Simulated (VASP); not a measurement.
# GaAs (F-43m) in VASP: notebook

GaAs is run at these levels: r2SCAN, r2SCAN50, HF, BLYP+D3(BJ); tasks: single point.

Everything below comes from runs of VASP 6.6.1. Logs are shortened: lines on timing, memory, paths and dates and some standing lists are left out, and cuts for length are marked.

### Step 1. The cell of the first run

It takes space group F-43m (No. 216, cubic). Conventional cell: a = 5.691 Å, b = 5.691 Å, c = 5.691 Å, α = 90.00°, β = 90.00°, γ = 90.00°. Within 3.3 Å of As (site symmetry -43m) lie 4 Ga at 2.46 Å. Ga (site symmetry -43m) has 4 As at 2.46 Å within 3.3 Å.

### Step 2. Single point, r2SCAN, non-collinear spin, zero start, spin-orbit coupling

File POSCAR:

```
GaAs
1.0
    0.0000000000      2.8455714065      2.8455714065
    2.8455714065      0.0000000000      2.8455714065
    2.8455714065      2.8455714065      0.0000000000
As Ga
1 1
Direct
    0.7500000000      0.7500000000      0.7500000000
    0.0000000000      0.0000000000      0.0000000000
```

File INCAR.step1:

```
ALGO = Normal ; EDIFF = 1E-4
ENCUT = 520 ; GGA = PE
GGA_COMPAT = F ; ISMEAR = -1
LASPH = T ; LCHARG = F
LREAL = F ; LSORBIT = T
LWAVE = T ; MAGMOM = 0 0 0 0 0 0
NBANDS = 30 ; NELM = 150
PREC = Accurate ; SIGMA = 0.05
```

File INCAR.step2:

```
ALGO = Normal ; EDIFF = 1E-6
ENCUT = 520 ; GGA_COMPAT = F
ISIF = 2 ; ISMEAR = -1
ISTART = 1 ; LASPH = T
LCHARG = F ; LMIXTAU = T
LORBIT = 11 ; LORBMOM = T
LREAL = F ; LSORBIT = T
LWAVE = F ; MAGMOM = 0 0 0 0 0 0
METAGGA = R2SCAN ; NBANDS = 30
NELM = 150 ; PREC = Accurate
SIGMA = 0.05
```

File KPOINTS:

```
k-points
0
Gamma
  8 8 8
```

Potentials or basis: VASP PAW PBE potentials, release 64 (As, Ga_d).

The run is started by

```
cat potpaw_PBE.64/As/POTCAR potpaw_PBE.64/Ga_d/POTCAR > POTCAR
cp INCAR.step1 INCAR
mpirun -np 1 vasp_ncl > vasp.out
cp INCAR.step2 INCAR
mpirun -np 1 vasp_ncl > vasp.out
```

OUTCAR:

```text
EDIFF = 1E-6
   ENCUT = 520
   ISIF = 2
   ISMEAR = -1
   ISTART = 1
   LASPH = T
   LORBIT = 11
   LREAL = F
   LSORBIT = T
   METAGGA = R2SCAN
   NELM = 150
   PREC = Accurate

 ion  position               nearest neighbor table
   1  0.750  0.750  0.750-   2 2.46   2 2.46   2 2.46   2 2.46
   2  0.000  0.000  0.000-   1 2.46   1 2.46   1 2.46   1 2.46

  LATTYP: Found a face centered cubic cell.
 ALAT       =     5.6911428130

  Lattice vectors:

 A1 = (   0.0000000000,   2.8455714065,   2.8455714065)
 A2 = (   2.8455714065,   0.0000000000,   2.8455714065)
 A3 = (   2.8455714065,   2.8455714065,   0.0000000000)

Analysis of symmetry for initial positions (statically):
=====================================================================
 Subroutine PRICEL returns:
 Original cell was already a primitive cell.

 Routine SETGRP: Setting up the symmetry group for a
 face centered cubic supercell.

 Subroutine GETGRP returns: Found 24 space group operations
 (whereof 24 operations were pure point group operations)
 out of a pool of 48 trial point group operations.

The static configuration has the point symmetry T_d .

Analysis of symmetry for dynamics (positions and initial velocities):
=====================================================================
 Subroutine PRICEL returns:
 Original cell was already a primitive cell.

 Routine SETGRP: Setting up the symmetry group for a
 face centered cubic supercell.

 Subroutine GETGRP returns: Found 24 space group operations
 (whereof 24 operations were pure point group operations)
 out of a pool of 48 trial point group operations.

The dynamic configuration has the point symmetry T_d .

Analysis of structural, dynamic, and magnetic symmetry:
=====================================================================
 Subroutine PRICEL returns:
 Original cell was already a primitive cell.

 Routine SETGRP: Setting up the symmetry group for a
 face centered cubic supercell.

 Subroutine GETGRP returns: Found 24 space group operations
 (whereof 24 operations were pure point group operations)
 out of a pool of 48 trial point group operations.

The overall configuration has the point symmetry T_d .

 Subroutine INISYM returns: Found 24 space group operations
 (whereof 24 operations are pure point group operations),
 and found     1 'primitive' translations

[... 969 lines left out ...]
 -----------------------------------------------------------------------------------
    total drift:                                0.000002      0.000002      0.000002

  FREE ENERGIE OF THE ION-ELECTRON SYSTEM (eV)
  ---------------------------------------------------
  free  energy   TOTEN  =       -27.0685895000 eV

  energy  without entropy=      -27.0685863279  energy(sigma->0) =      -27.06858791

 orbital moment (x)

 # of ion     p       d       tot
 ----------------------------------------
  1         0.000   0.000   0.000
  2         0.000   0.000   0.000
 ----------------------------------------
            0.000   0.000   0.000

 orbital moment (y)

 # of ion     p       d       tot
 ----------------------------------------
  1         0.000   0.000   0.000
  2         0.000  -0.000   0.000
 ----------------------------------------
            0.000  -0.000   0.000

 orbital moment (z)

 # of ion     p       d       tot
 ----------------------------------------
  1        -0.000  -0.000  -0.000
  2         0.000   0.000   0.000
 ----------------------------------------
           -0.000   0.000   0.000

 Spin-Orbit-Coupling matrix elements

 Ion:    1  E_soc:     -0.0228452
 l=   1
     0.0000000    -0.0038001    -0.0038001
    -0.0038001     0.0000000    -0.0038001
    -0.0038001    -0.0038001     0.0000000
 l=   2
     0.0000000    -0.0000038     0.0000000    -0.0000038    -0.0000036
    -0.0000038     0.0000000    -0.0000027    -0.0000038    -0.0000009
     0.0000000    -0.0000027     0.0000000    -0.0000027     0.0000000
    -0.0000038    -0.0000038    -0.0000027     0.0000000    -0.0000009
    -0.0000036    -0.0000009     0.0000000    -0.0000009     0.0000000
 l=   3
     0.0000000     0.0000000     0.0000000     0.0000000     0.0000000     0.0000000     0.0000000
     0.0000000     0.0000000     0.0000000     0.0000000     0.0000000     0.0000000     0.0000000
     0.0000000     0.0000000     0.0000000     0.0000000     0.0000000     0.0000000     0.0000000
     0.0000000     0.0000000     0.0000000     0.0000000     0.0000000     0.0000000     0.0000000
     0.0000000     0.0000000     0.0000000     0.0000000     0.0000000     0.0000000     0.0000000
     0.0000000     0.0000000     0.0000000     0.0000000     0.0000000     0.0000000     0.0000000
     0.0000000     0.0000000     0.0000000     0.0000000     0.0000000     0.0000000     0.0000000

 Ion:    2  E_soc:     -0.0113147
 l=   1
     0.0000000    -0.0010817    -0.0010817
    -0.0010817     0.0000000    -0.0010817
    -0.0010817    -0.0010817     0.0000000
 l=   2
     0.0000000    -0.0001606     0.0000000    -0.0001606    -0.0006435
    -0.0001606     0.0000000    -0.0004826    -0.0001606    -0.0001609
     0.0000000    -0.0004826     0.0000000    -0.0004826     0.0000000
    -0.0001606    -0.0001606    -0.0004826     0.0000000    -0.0001609
    -0.0006435    -0.0001609     0.0000000    -0.0001609     0.0000000
 l=   3
     0.0000000     0.0000000     0.0000000     0.0000000     0.0000000     0.0000000     0.0000000
     0.0000000     0.0000000     0.0000000     0.0000000     0.0000000     0.0000000     0.0000000
     0.0000000     0.0000000     0.0000000     0.0000000     0.0000000     0.0000000     0.0000000
     0.0000000     0.0000000     0.0000000     0.0000000     0.0000000     0.0000000     0.0000000
     0.0000000     0.0000000     0.0000000     0.0000000     0.0000000     0.0000000     0.0000000
     0.0000000     0.0000000     0.0000000     0.0000000     0.0000000     0.0000000     0.0000000
     0.0000000     0.0000000     0.0000000     0.0000000     0.0000000     0.0000000     0.0000000

 total charge

# of ion       s       p       d       tot
------------------------------------------
    1        1.204   1.625   0.031   2.861
    2        0.847   0.776   9.995  11.618
--------------------------------------------------
tot          2.051   2.402  10.026  14.479

 magnetization (x)

# of ion       s       p       d       tot
------------------------------------------
    1       -0.000  -0.000  -0.000  -0.000
    2        0.000  -0.000   0.000  -0.000
--------------------------------------------------
tot         -0.000  -0.000   0.000  -0.000

 magnetization (y)

# of ion       s       p       d       tot
------------------------------------------
    1       -0.000  -0.000   0.000  -0.000
    2        0.000   0.000   0.000   0.000
--------------------------------------------------
tot         -0.000   0.000   0.000  -0.000

 magnetization (z)

# of ion       s       p       d       tot
------------------------------------------
    1       -0.000  -0.000  -0.000  -0.000
    2        0.000  -0.000   0.000   0.000
--------------------------------------------------
tot         -0.000  -0.000  -0.000  -0.000
```

Wall time 17 min (1 thread of AMD EPYC 7R43 (Zen 3), shared host); peak memory 0.33 GiB.

What came out:

| Property | Result |
| --- | --- |
| Free energy | -27.0686 eV |
| Pressure | -0.8 GPa |
| Net moment | 0.00 μB per cell |
| Valence electrons inside the program's atomic spheres | As 2.86; Ga 11.62 |

Moments on the atoms (μB; x, y, z):
```
As  0.00 0.00 0.00
Ga  0.00 0.00 0.00
```

Caveat: the PAW data sets were made with another functional, which shifts forces and pressure a little.

### Step 3. Single point, r2SCAN, non-collinear spin, zero start, spin-orbit coupling

This run uses another cell than the first one, of 23.49 Å³/atom.

File POSCAR:

```
GaAs
1.0
    0.0000000000      2.8640496607      2.8640496607
    2.8640496607      0.0000000000      2.8640496607
    2.8640496607      2.8640496607      0.0000000000
As Ga
1 1
Direct
    0.7500000000      0.7500000000      0.7500000000
    0.0000000000      0.0000000000      0.0000000000
```

File INCAR.step1:

```
SYSTEM = GaAs
ALGO = Normal ; EDIFF = 1E-4
ENCUT = 520 ; GGA = PE
GGA_COMPAT = .False. ; ISMEAR = -1
LASPH = .True. ; LCHARG = .False.
LREAL = .False. ; LSORBIT = .True.
LWAVE = .True. ; MAGMOM = 0 0 0 0 0 0
NBANDS = 30 ; NELM = 150
PREC = Accurate ; SIGMA = 0.05
```

File INCAR.step2:

```
SYSTEM = GaAs
ALGO = Normal ; EDIFF = 1E-6
ENCUT = 520 ; GGA_COMPAT = .False.
ISIF = 2 ; ISMEAR = -1
ISTART = 1 ; LASPH = .True.
LCHARG = .False. ; LMIXTAU = .True.
LORBIT = 11 ; LORBMOM = .True.
LREAL = .False. ; LSORBIT = .True.
LWAVE = .False. ; MAGMOM = 0 0 0 0 0 0
METAGGA = R2SCAN ; NBANDS = 30
NELM = 150 ; PREC = Accurate
SIGMA = 0.05
```

File KPOINTS:

```
k-points
0
Gamma
  8 8 8
  0 0 0
```

Potentials or basis: VASP PAW PBE potentials, release 64 (As, Ga_d).

The run is started by

```
cat potpaw_PBE.64/As/POTCAR potpaw_PBE.64/Ga_d/POTCAR > POTCAR
cp INCAR.step1 INCAR
mpirun -np 1 vasp_ncl > vasp.out
cp INCAR.step2 INCAR
mpirun -np 1 vasp_ncl > vasp.out
```

It took 19 min on 1 thread of AMD EPYC 7R43 (Zen 3), shared host; peak memory 0.34 GiB.

It converged, with:

- Free energy: -27.0602 eV
- Pressure: -2.1 GPa
- Net moment: 0.00 μB per cell
- Valence electrons inside the program's atomic spheres: As 2.85; Ga 11.60

Moments on the atoms (μB; x, y, z):
```
As  0.00 0.00 0.00
Ga  0.00 0.00 0.00
```

Caveat: the PAW data sets were made with another functional, which shifts forces and pressure a little.

### Step 4. Single point, r2SCAN50

This run uses another cell than the first one, of 22.59 Å³/atom.

File POSCAR:

```
GaAs
1.0
    0.0000000000      2.8268500000      2.8268500000
    2.8268500000      0.0000000000      2.8268500000
    2.8268500000      2.8268500000      0.0000000000
As Ga
1 1
Direct
    0.7500000000      0.7500000000      0.7500000000
    0.0000000000      0.0000000000      0.0000000000
```

File INCAR.step1:

```
ALGO = Normal
EDIFF = 1E-5
ENCUT = 520
GGA = PE
ISIF = 2
ISMEAR = -1
LASPH = T
LCHARG = F
LREAL = F
LWAVE = T
NBANDS = 16
NELM = 100
PREC = Accurate
SIGMA = 0.05
```

File INCAR.step2:

```
AEXX = 0.5
ALGO = Normal
EDIFF = 1E-6
ENCUT = 520
ISIF = 2
ISMEAR = -1
ISTART = 1
LASPH = T
LCHARG = F
LHFCALC = T
LMIXTAU = T
LREAL = F
LWAVE = F
METAGGA = R2SCAN
NBANDS = 16
NELM = 100
PREC = Accurate
PRECFOCK = Normal
SIGMA = 0.05
```

File KPOINTS:

```
k-points
0
Gamma
  4 4 4
```

The run is started by

```
cat potpaw_PBE.64/As/POTCAR potpaw_PBE.64/Ga_d/POTCAR > POTCAR
cp INCAR.step1 INCAR
mpirun -np 1 vasp_std > vasp.out
cp INCAR.step2 INCAR
mpirun -np 1 vasp_std > vasp.out
```

Wall time 8.5 min (1 thread of Intel Xeon Platinum 8375C at 2.90GHz (Ice Lake), shared host); peak memory 0.18 GiB.

The run converged. Its results:

```yaml
Free_energy: -23.2796 eV
Pressure: -2.0 GPa
Band_gap_on_the_k_mesh: 3.93 eV
```

Levels at points of the mesh, in eV from the valence-band top:
```tsv
k point	band 5	band 6	band 7	band 8	band 9	band 10	band 11	band 12	band 13	band 14
(0.00, 0.00, 0.00)	-20.21	-15.41	0.00	0.00	0.00	3.93	6.96	6.96	6.96	11.26
(0.50, 0.00, 0.00)	-20.21	-13.31	-7.88	-1.34	-1.34	4.14	7.91	7.91	11.18	14.47
(0.50, 0.50, 0.00)	-20.20	-12.40	-8.04	-3.18	-3.18	4.25	4.60	14.59	14.59	15.25
```

Caveat: the k points lie up to 0.48 Å⁻¹ apart; the PAW data sets were made with another functional, which shifts forces and pressure a little. A k mesh can miss the band edges.

### Step 5. Single point, HF

This run uses another cell than the first one, of 22.59 Å³/atom.

POSCAR is that of step 4.

File INCAR.step1:

```
PREC = Accurate ; ENCUT = 520
EDIFF = 1E-5 ; ISMEAR = -1
SIGMA = 0.05 ; LREAL = False
LASPH = True ; NELM = 100
ALGO = Normal ; ISIF = 2
LWAVE = True ; LCHARG = False
GGA = PE ; NBANDS = 16
```

File INCAR.step2:

```
PREC = Accurate ; ENCUT = 520
EDIFF = 1E-7 ; ISMEAR = -1
SIGMA = 0.05 ; LREAL = False
LASPH = True ; NELM = 100
ALGO = Normal ; ISIF = 2
LWAVE = False ; LCHARG = False
GGA = PE ; LHFCALC = True
AEXX = 1.0 ; ALDAC = 0.0
AGGAC = 0.0 ; PRECFOCK = Normal
ISTART = 1 ; NBANDS = 16
```

File KPOINTS:

```
Automatic mesh
0
Gamma
  4 4 4
```

The run is started by

```
cat potpaw_PBE.64/As/POTCAR potpaw_PBE.64/Ga_d/POTCAR > POTCAR
cp INCAR.step1 INCAR
mpirun -np 1 vasp_std > vasp.out
cp INCAR.step2 INCAR
mpirun -np 1 vasp_std > vasp.out
```

It took 14 min on 1 thread of Intel Xeon Platinum 8375C at 2.90GHz (Ice Lake), shared host; peak memory 0.18 GiB.

Results (log left out):

```
Free energy            : -16.3456 eV
Pressure               : 3.5 GPa
Band gap on the k mesh : 7.49 eV (least direct gap 7.90 eV)
```

Levels at points of the mesh, in eV from the valence-band top:
```
           k point  band 6  band 7  band 8  band 9  band 10  band 11  band 12  band 13
(0.00, 0.00, 0.00)  -17.52    0.00    0.00    0.00     7.90    10.51    10.51    10.51
(0.50, 0.00, 0.00)  -15.12   -8.67   -1.44   -1.44     7.75    11.44    11.44    14.85
(0.50, 0.50, 0.00)  -14.09   -8.82   -3.47   -3.47     7.49     7.96    19.01    19.01
```

Caveat: the k points lie up to 0.48 Å⁻¹ apart; the PAW data sets were made with another functional, which shifts forces and pressure a little. A k mesh can miss the band edges.

### Step 6. Single point, BLYP+D3(BJ), non-collinear spin, typed start (23.04 Å³/atom)

File INCAR:

```
SYSTEM = GaAs
AGGAC = 1.0
AGGAX = 1.0
ALDAC = 0.0
ALDAX = 1.0
ALGO = Normal
EDIFF = 1E-7
ENCUT = 520
GGA = B5
ISIF = 2
ISMEAR = 0
IVDW = 12
LASPH = .TRUE.
LCHARG = .FALSE.
LNONCOLLINEAR = .TRUE.
LORBIT = 11
LREAL = .FALSE.
LWAVE = .FALSE.
MAGMOM = 0 0 0.5 0 0 0
NBANDS = 30
NELM = 150
PREC = Accurate
SIGMA = 0.15
VDW_A1 = 0.4298
VDW_A2 = 4.2359
VDW_S6 = 1.0
VDW_S8 = 2.6996
```

File KPOINTS:

```
k-points
0
G
  6 6 6
  0 0 0
```

File POSCAR:

```
GaAs
1.0
    0.0000000000      2.8455714065      2.8455714065
    2.8455714065      0.0000000000      2.8455714065
    2.8455714065      2.8455714065      0.0000000000
As Ga
1 1
Direct
    0.7500000000      0.7500000000      0.7500000000
    0.0000000000      0.0000000000      0.0000000000
```

Potentials or basis: VASP PAW PBE potentials, release 64 (As, Ga_d).

The run is started by

```
cat potpaw_PBE.64/As/POTCAR potpaw_PBE.64/Ga_d/POTCAR > POTCAR
mpirun -np 1 vasp_ncl > vasp.out
```

Wall time 2.3 min (1 thread of Intel Xeon Platinum 8488C (Sapphire Rapids), shared host); peak memory 0.35 GiB.

The run converged. Its results:

```yaml
Free_energy: -8.3814 eV
Pressure: 0.0 GPa
Band_gap_on_the_k_mesh: 0.24 eV
Net_moment: 0.00 μB per cell
Valence_electrons_inside_the_program's_atomic_spheres: As 2.86; Ga 11.67
Dispersion_energy_per_atom: -0.730 eV
```

Levels at points of the mesh, in eV from the valence-band top:
```
           k point  band 15  band 16  band 17  band 18  band 19  band 20  band 21  band 22
(0.00, 0.00, 0.00)     0.00     0.00     0.00     0.00     0.24     0.24     3.75     3.75
(0.50, 0.00, 0.00)    -1.11    -1.11    -1.11    -1.11     0.93     0.93     4.69     4.69
(0.50, 0.50, 0.00)    -2.58    -2.58    -2.58    -2.58     1.65     1.65     1.74     1.74
(0.00, 0.50, 0.50)    -2.58    -2.58    -2.58    -2.58     1.65     1.65     1.74     1.74
```

Moments on the atoms (μB; x, y, z):
```
As  0.00 0.00 0.00
Ga  0.00 0.00 0.00
```

Caveat: semilocal functionals underestimate gaps, and a narrow one can read as zero; the PAW data sets were made with another functional, which shifts forces and pressure a little.

### Step 7. Overview

```csv
level,spin,cell,k mesh,smearing,grid for exact exchange (PRECFOCK),share of exact exchange,gap on the mesh (eV),pressure (GPa),moment (μB)
r2SCAN,"non-collinear, zero start, SOC","a = 4.024 Å, angles 60.0°, 2 atoms",8 × 8 × 8,fermi-dirac 0.05 eV,-,-,-,-0.8,0.00
r2SCAN,"non-collinear, zero start, SOC","a = 4.050 Å, angles 60.0°, 2 atoms",8 × 8 × 8,fermi-dirac 0.05 eV,-,-,-,-2.1,0.00
r2SCAN50,off,"a = 3.998 Å, angles 60.0°, 2 atoms",4 × 4 × 4,fermi-dirac 0.05 eV,Normal,0.5,3.93,-2.0,-
HF,off,"a = 3.998 Å, angles 60.0°, 2 atoms",4 × 4 × 4,fermi-dirac 0.05 eV,Normal,1,7.49,3.5,-
BLYP+D3(BJ),"non-collinear, typed start","a = 4.024 Å, angles 60.0°, 2 atoms",6 × 6 × 6,gaussian 0.15 eV,-,-,0.24,0.0,0.00
```

Alike in all rows: task single point; potentials or basis VASP PAW PBE potentials, release 64 (As, Ga_d); cutoff (eV) 520.

Caveats: some runs use coarse meshes; the PAW data sets were made with another functional, which shifts forces and pressure a little; semilocal functionals underestimate gaps, and a narrow one can read as zero (at least some runs).

Total energies depend on the potentials used, so only differences within one code and one set of settings carry meaning.
